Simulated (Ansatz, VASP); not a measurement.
## One calculation of MgS, two programs

File INCAR:

```
PREC = Accurate
ENCUT = 520
EDIFF = 1E-6
ISMEAR = -1
SIGMA = 0.03
LREAL = F
LASPH = T
NELM = 60
ALGO = Normal
ISIF = 2
LWAVE = F
LCHARG = F
GGA = PS
NBANDS = 11
```

KPOINTS

```
regular mesh
0
Gamma
  10 10 10
```

File POSCAR:

```
MgS
1.0
    0.0000000000      2.5485401997      2.5485401997
    2.5485401997      0.0000000000      2.5485401997
    2.5485401997      2.5485401997      0.0000000000
Mg S
1 1
Direct
    0.0000000000      0.0000000000      0.0000000000
    0.5000000000      0.5000000000      0.5000000000
```

Input for Ansatz:

```yaml
crystal:
  lattice:
    - [0.0, 2.5485401997, 2.5485401997]
    - [2.5485401997, 0.0, 2.5485401997]
    - [2.5485401997, 2.5485401997, 0.0]
  atoms:
    - { symbol: Mg, position: [0.0, 0.0, 0.0] }
    - { symbol: S, position: [0.5, 0.5, 0.5] }
kpoints:
  mp_grid: { grid: [10, 10, 10] }
  band_path:
    path:
      - [0.0, 0.0, 0.0]
      - [0.5, 0.0, 0.5]
      - [0.625, 0.25, 0.625]
      - [0.375, 0.375, 0.75]
      - [0.0, 0.0, 0.0]
      - [0.5, 0.5, 0.5]
      - [0.5, 0.25, 0.75]
      - [0.5, 0.0, 0.5]
    npoints: 5
scf:
  occupations: { method: fermi_dirac, width: 0.03 }
hamiltonian:
  xc: pbesol
  pseudopotentials: { kind: all_electron, lapw: { basis_error: 0.00025 } }
output:
  forces: true
  stress: true
  eigenvalues: true
```

Change from the starting cell: volume scaled by 0.94.

Alike in both runs: task single point; functional PBEsol; k mesh 10 × 10 × 10; occupations fermi-dirac, width 0.03 eV; no spin polarisation.

```csv
,VASP,Ansatz
version,VASP 6.6.1,Ansatz 0.2.0
potentials or method,"VASP PAW PBE potentials, release 64 (Mg, S), cutoff 520 eV","all-electron LAPW, scalar-relativistic"
```

VASP gave:

- gap on the k mesh at the Fermi level (eV): 2.83
- pressure (GPa): 4.1

Question: Estimate Ansatz's values.

Answer: gap on the k mesh at the Fermi level (eV): 2.83; pressure (GPa): 4.3.

VASP's potentials were made for PBE, not for PBEsol. Ansatz ran all-electron here, and VASP with PAW potentials.
